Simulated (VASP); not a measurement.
# BAs2 (P4/mmm) in VASP: notebook, part 2 of 2

VASP 6.6.1.

### 4 Single point, PBE

This run uses another cell than the first one, of 19.44 Å³/atom, 1.122 times its volume.

Input file INCAR:

```
  PREC = Accurate
  ENCUT = 600
  EDIFF = 1E-6
  ISMEAR = 0
  SIGMA = 0.1
  LREAL = False
  LASPH = True
  NELM = 120
  ALGO = Normal
  ISIF = 2
  LWAVE = False
  LCHARG = False
  GGA = PE
  NBANDS = 24
  GGA_COMPAT = False
```

Input file KPOINTS:

```
Automatic mesh
0
Gamma
  6 6 4
```

Input file POSCAR:

```
BAs2
1.0
    3.0378592467      0.0000000000      0.0000000000
    0.0000000000      3.0378592467      0.0000000000
    0.0000000000      0.0000000000      6.3198056686
B As
1 2
Direct
    0.0000000000      0.0000000000      0.0000000000
    0.5000000000      0.5000000000      0.1888225865
    0.5000000000      0.5000000000      0.8111774135
```

Potentials or basis: VASP PAW PBE potentials, release 64 (B, As_d).

The run is started by

```bash
$ cat potpaw_PBE.64/B/POTCAR potpaw_PBE.64/As_d/POTCAR > POTCAR
$ mpirun -np 1 vasp_std > vasp.out
```

Wall time 16 s (1 thread of Intel Xeon 6975P-C (Granite Rapids), shared host); peak memory 0.19 GiB.

Results (log left out):

| Property | Result |
| --- | --- |
| Free energy | -13.4017 eV |
| Pressure | 0.2 GPa |
| Largest force | 0.015 eV/Å |

Forces on the atoms (eV/Å):
```
B    0.000  0.000  0.000
As   0.000  0.000  0.015
As   0.000  0.000 -0.015
```

Stress tensor (GPa, compression positive):
```
0.11 0.00 0.00
0.00 0.11 0.00
0.00 0.00 0.25
```

Levels at points of the mesh, in eV from the Fermi level:
| k point | band 14 | band 15 | band 16 | band 17 | band 18 | band 19 |
| --- | --- | --- | --- | --- | --- | --- |
| (0.00, 0.00, 0.00) | -1.63 | -1.63 | 0.13 | 0.69 | 3.16 | 3.16 |
| (0.50, 0.00, 0.00) | -5.33 | -4.20 | 0.76 | 1.89 | 2.09 | 3.78 |
| (0.50, 0.50, 0.00) | -6.86 | -5.08 | -2.40 | -2.40 | -2.25 | -0.30 |
| (0.00, 0.00, 0.50) | -1.61 | -1.61 | -1.40 | 0.24 | 3.02 | 3.02 |
| (0.50, 0.00, 0.50) | -5.50 | -3.30 | 1.61 | 1.86 | 1.94 | 2.09 |
| (0.50, 0.50, 0.50) | -6.83 | -5.07 | -2.60 | -2.60 | -1.43 | -0.38 |

Caveat: this functional lacks dispersion, which binds the layers, so the pressure and a relaxed spacing across them are unreliable.

### 5 Relaxation of cell and atoms, PBE

Input file INCAR:

```
PREC = Accurate
ENCUT = 600
EDIFF = 1E-7
ISMEAR = 0
SIGMA = 0.1
LREAL = F
LASPH = T
NELM = 120
ALGO = Normal
ISIF = 3
LWAVE = F
LCHARG = F
GGA = PE
IBRION = 2
NSW = 90
EDIFFG = -0.04
GGA_COMPAT = F
NELMIN = 4
```

Input file KPOINTS:

```
regular mesh
0
Gamma
  6 6 4
```

Input file POSCAR:

```
BAs2
1.0
    2.9318614500      0.0000000000      0.0000000000
    0.0000000000      2.9318614500      0.0000000000
    0.0000000000      0.0000000000      6.0491661300
B As
1 2
Direct
    0.0000000000      0.0000000000      0.0000000000
    0.5000000000      0.5000000000      0.2949999900
    0.5000000000      0.5000000000      0.7050000100
```

The run is started by

```bash
$ cat potpaw_PBE.64/B/POTCAR potpaw_PBE.64/As_d/POTCAR > POTCAR
$ mpirun -np 1 vasp_std > vasp.out
```

Run time: 3.9 min. Hardware: 1 thread of Intel Xeon 6975P-C (Granite Rapids), shared host; peak memory 0.19 GiB.

The run converged. Its results:

* Free energy: -13.4006 eV
* Relaxed volume: 20.16 Å³/atom
* Relaxed cell: a = 3.040 Å, b = 3.040 Å, c = 6.545 Å, α = 90.00°, β = 90.00°, γ = 90.00°
* Space group after relaxing (to 0.05 Å): P4/mmm (No. 123)
* Energy gained by relaxing: 413.4 meV/atom
* Ionic steps: 21
* Pressure after relaxing: -0.1 GPa
* Largest force after relaxing: 0.010 eV/Å

Forces in eV/Å, atoms in the order of the input:
```
B    0.000  0.000  0.000
As   0.000  0.000  0.010
As   0.000  0.000 -0.010
```

The path:
| step | energy change (eV) | largest force (eV/Å) | pressure (GPa) | volume (Å³) |
| --- | --- | --- | --- | --- |
| 1 | 0.0000 | 1.6310 | -2.28 | 52.00 |
| 2 | -0.2224 | 0.9752 | -1.68 | 50.16 |
| 3 | -0.4140 | 0.9753 | 1.37 | 47.68 |
| 4 | -0.1548 | 0.9500 | 21.71 | 42.94 |
| 5 | -0.4842 | 0.7532 | 3.94 | 46.46 |
| 6 | -0.4888 | 0.1957 | 8.61 | 45.22 |
| 7 | -0.4992 | 0.5140 | 6.26 | 45.80 |
| 8 | -0.6664 | 0.3830 | 0.83 | 50.17 |
| 9 | -0.7538 | 1.0562 | -1.64 | 53.30 |
| 10 | -1.0659 | 1.5879 | -4.79 | 59.93 |
| 11 | -0.5591 | 3.9299 | 0.02 | 74.81 |
| 12 | -1.1669 | 1.0064 | -4.20 | 62.31 |
| 13 | -1.1810 | 0.8485 | -4.04 | 63.53 |
| 14 | -1.0622 | 1.9234 | 1.64 | 64.56 |
| 15 | -1.2060 | 0.1659 | -2.52 | 63.84 |
| 16 | -1.2062 | 0.1245 | -2.41 | 63.86 |
| 17 | -1.2308 | 0.0828 | -1.47 | 62.09 |
| 18 | -1.2393 | 0.1442 | -0.30 | 60.51 |
| 19 | -1.2393 | 0.1392 | -0.41 | 60.61 |
| 20 | -1.2395 | 0.1354 | 0.19 | 60.36 |
| 21 | -1.2401 | 0.0102 | -0.10 | 60.47 |

Final structure:
```
CELL_PARAMETERS angstrom
3.03971 0.00000 0.00000
0.00000 3.03971 0.00000
0.00000 0.00000 6.54483
ATOMIC_POSITIONS crystal
B 0.00000 0.00000 0.00000
As 0.50000 0.50000 0.18236
As 0.50000 0.50000 0.81764
```

Levels at points of the mesh, in eV from the Fermi level:
```
           k point  band 13  band 14  band 15  band 16  band 17  band 18  band 19  band 20
(0.00, 0.00, 0.00)    -6.02    -1.62    -1.62     0.12     0.48     3.13     3.13     4.96
(0.50, 0.00, 0.00)    -9.49    -5.34    -4.06     0.88     1.90     2.09     3.63     3.77
(0.50, 0.50, 0.00)    -6.85    -6.85    -5.08    -2.42    -2.42    -2.12    -0.30     3.30
(0.00, 0.00, 0.50)    -5.25    -1.61    -1.61    -1.28     0.22     3.04     3.04     4.30
(0.50, 0.00, 0.50)    -9.52    -5.46    -3.42     1.74     1.76     1.92     2.09     4.05
(0.50, 0.50, 0.50)    -6.83    -6.83    -5.07    -2.56    -2.56    -1.55    -0.36     3.85
```

Caveat: the volume moved by over 15 % at a fixed basis, so the end points are rough; this functional lacks dispersion, which binds the layers, so the pressure and a relaxed spacing across them are unreliable.

### 6 Single point, PBE

This run uses another cell than the first one, of 19.55 Å³/atom, 1.128 times its volume.

Input file INCAR:

```
SYSTEM = BAs2
PREC     = Accurate       ! precision mode
ENCUT    = 600            ! plane-wave cutoff, eV
EDIFF    = 1E-6           ! SCF threshold, eV
ISMEAR   = 0              ! smearing method
SIGMA    = 0.1            ! smearing width, eV
LREAL    = .False.        ! projectors in reciprocal space
LASPH    = .True.         ! aspherical terms in the spheres
NELM     = 120            ! most SCF steps
ALGO     = Normal         ! electronic algorithm
ISIF     = 2              ! what is computed and relaxed
LWAVE    = .False.        ! write WAVECAR
LCHARG   = .True.         ! write CHGCAR
GGA      = PE             ! functional
LELF     = .True.         ! ELF
LVHAR    = .True.       
NBANDS   = 24             ! bands
GGA_COMPAT= .False.
```

Input file KPOINTS:

```
Automatic mesh
0
Gamma
  16 16 8
  0 0 0
```

Input file POSCAR:

```
BAs2
1.0
    3.0467660515      0.0000000000      0.0000000000
    0.0000000000      3.0467660515      0.0000000000
    0.0000000000      0.0000000000      6.3179405456
B As
1 2
Direct
    0.0000000000      0.0000000000      0.0000000000
    0.5000000000      0.5000000000      0.1883396269
    0.5000000000      0.5000000000      0.8116603731
```

Potentials or basis: VASP PAW PBE potentials, release 64 (B, As_d).

The run is started by

```bash
$ cat potpaw_PBE.64/B/POTCAR potpaw_PBE.64/As_d/POTCAR > POTCAR
$ mpirun -np 1 vasp_std > vasp.out
```

OUTCAR:

```text
SYSTEM = BAs2
   PREC = Accurate
   ENCUT = 600
   EDIFF = 1E-6
   ISMEAR = 0
   LREAL = .False.
   LASPH = .True.
   NELM = 120
   ISIF = 2
   GGA = PE

 ion  position               nearest neighbor table
   1  0.000  0.000  0.000-   2 2.46   3 2.46   2 2.46   3 2.46   2 2.46   3 2.46   2 2.46   3 2.46

   2  0.500  0.500  0.188-   3 2.38   1 2.46   1 2.46   1 2.46   1 2.46
   3  0.500  0.500  0.812-   2 2.38   1 2.46   1 2.46   1 2.46   1 2.46

  LATTYP: Found a simple tetragonal cell.
 ALAT       =     3.0467660515
 C/A-ratio  =     2.0736546354

  Lattice vectors:

[... 194 lines left out ...]
      6     -33.0737      2.00000
[... 637 lines left out ...]
     23      10.9021      0.00000
     24      11.9247      0.00000

 [... further k-points ...]
[... 5 lines left out ...]
  --------------------------------------------------------------------------------------
  -------------------------------------------------------------------------------------
  Total        0.0287703      0.0287703      0.0448965      0.0000000     -0.0000000      0.0000000
  in kB        0.7859627      0.7859627      1.2265052      0.0000000     -0.0000000      0.0000000
  external PRESSURE =       0.9328102 kB  Pullay stress =       0.0000000 kB

 VOLUME and BASIS-vectors are now :
 -----------------------------------------------------------------------------
  energy-cutoff  :      600.00
  volume of cell :       58.65
      direct lattice vectors                 reciprocal lattice vectors
     3.046766052  0.000000000  0.000000000     0.328216864  0.000000000  0.000000000
     0.000000000  3.046766052  0.000000000     0.000000000  0.328216864  0.000000000
     0.000000000  0.000000000  6.317940546     0.000000000  0.000000000  0.158279426

 POSITION                                       TOTAL-FORCE (eV/Angst)
 -----------------------------------------------------------------------------------
      0.00000      0.00000      0.00000         0.000000     -0.000000      0.000000
      1.52338      1.52338      1.18992        -0.000000      0.000000      0.021508
      1.52338      1.52338      5.12802         0.000000      0.000000     -0.021508
 -----------------------------------------------------------------------------------
    total drift:                                0.000000     -0.000000     -0.000000

  FREE ENERGIE OF THE ION-ELECTRON SYSTEM (eV)
  ---------------------------------------------------
  free  energy   TOTEN  =       -13.3713193488 eV

  energy  without entropy=      -13.3684060132  energy(sigma->0) =      -13.36986268
```

Run time: 4.4 min. Hardware: 1 thread of AMD EPYC 9R14 (Zen 4), shared host; peak memory 0.39 GiB.

What came out:

```yaml
Free_energy: -13.3713 eV
Pressure: 0.1 GPa
Largest_force: 0.022 eV/Å
```

Forces on the atoms (eV/Å):
```
B    0.000  0.000  0.000
As   0.000  0.000  0.022
As   0.000  0.000 -0.022
```

Caveat: this functional lacks dispersion, which binds the layers, so the pressure and a relaxed spacing across them are unreliable.

### 7 The runs side by side

| task | potentials or basis | cell | k mesh | cutoff (eV) | second run | gap on the mesh (eV) | pressure (GPa) | relaxed volume (Å³/atom) | largest force (eV/Å) |
| --- | --- | --- | --- | --- | --- | --- | --- | --- | --- |
| relaxation of cell and atoms | VASP PAW PBE potentials, release 64 (B, As) | relaxed from a = 2.932, b = 2.932, c = 6.049 Å, 3 atoms | 6 × 6 × 4 | 600 | - | none | -0.2 | 20.09 | 0.03 |
| single point | VASP PAW PBE potentials, release 64 (B, As) | a = 3.047, b = 3.047, c = 6.318 Å, 3 atoms | 16 × 16 × 8 | 520 | - | none | 0.3 | - | 0.09 |
| single point | VASP PAW PBE potentials, release 64 (B, As_d) | a = 3.038, b = 3.038, c = 6.320 Å, 3 atoms | 6 × 6 × 4 | 600 | valence_matched | none | 0.2 | - | 0.02 |
| relaxation of cell and atoms | VASP PAW PBE potentials, release 64 (B, As_d) | relaxed from a = 2.932, b = 2.932, c = 6.049 Å, 3 atoms | 6 × 6 × 4 | 600 | valence_matched | none | -0.1 | 20.16 | 0.01 |
| single point | VASP PAW PBE potentials, release 64 (B, As_d) | a = 3.047, b = 3.047, c = 6.318 Å, 3 atoms | 16 × 16 × 8 | 600 | valence_matched | none | 0.1 | - | 0.02 |

Alike in all rows: level PBE; no spin polarisation; smearing gaussian 0.1 eV.

Caveats: this functional lacks dispersion, which binds the layers, so the pressure and a relaxed spacing across them are unreliable; the volume moved by over 15 % at a fixed basis, so the end points are rough (some runs).

Total energies depend on the potentials used, so only differences within one code and one set of settings carry meaning.
